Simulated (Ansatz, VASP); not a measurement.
## Two plane-wave programs on AlGa3As4

```
CELL_PARAMETERS angstrom
-5.73977 5.73812 -0.00331
-5.73992 -0.00343 5.73993
0.00327 5.73808 5.73974
ATOMIC_POSITIONS crystal
Al 0.99950 0.00107 0.00002
Al 0.99948 0.50106 0.00004
Ga 0.50011 0.99950 0.99964
Ga 0.99921 0.99941 0.50059
Ga 0.50017 0.49950 0.99962
Ga 0.49954 0.00002 0.50025
Ga 0.99903 0.49964 0.50052
Ga 0.49973 0.49980 0.50030
As 0.87489 0.87524 0.37419
As 0.37473 0.87505 0.37519
As 0.87505 0.37504 0.37421
As 0.87567 0.87491 0.87615
As 0.37459 0.37524 0.37516
As 0.37368 0.87511 0.87557
As 0.87570 0.37493 0.87609
As 0.37368 0.37510 0.87559
```

Alike in both runs: functional PBE; k mesh 3 × 3 × 3; occupations gaussian, width 0.1 eV; no spin polarisation.

Ansatz relaxed the structure, and its values are those at the end. VASP's run is a single point on that final structure, the one shown.

|  | VASP | Ansatz |
| --- | --- | --- |
| version | VASP 6.6.1 | Ansatz 0.2.0 |
| potentials or method | VASP PAW PBE potentials, release 64 (Al, Ga_d, As), cutoff 520 eV | scalar-relativistic, plane waves, PAW |
| valence electrons in the cell | 124 | 204 |

VASP gave:

```
gap on the k mesh at the Fermi level (eV) : 0.45
least direct gap on the mesh (eV)         : 0.45
pressure (GPa)                            : 0.1
rms of the force components (eV/Å)        : 0.015
```

Which values does Ansatz return?

gap on the k mesh at the Fermi level (eV): 0.45; least direct gap on the mesh (eV): 0.45; pressure (GPa): 0.0; rms of the force components (eV/Å): 0.015.

The functional is the same, so the differences come from potentials, cutoffs and numerics. VASP's potentials hold 124 valence electrons a cell and Ansatz's 204, so a difference there can come from the potentials and not from the codes.
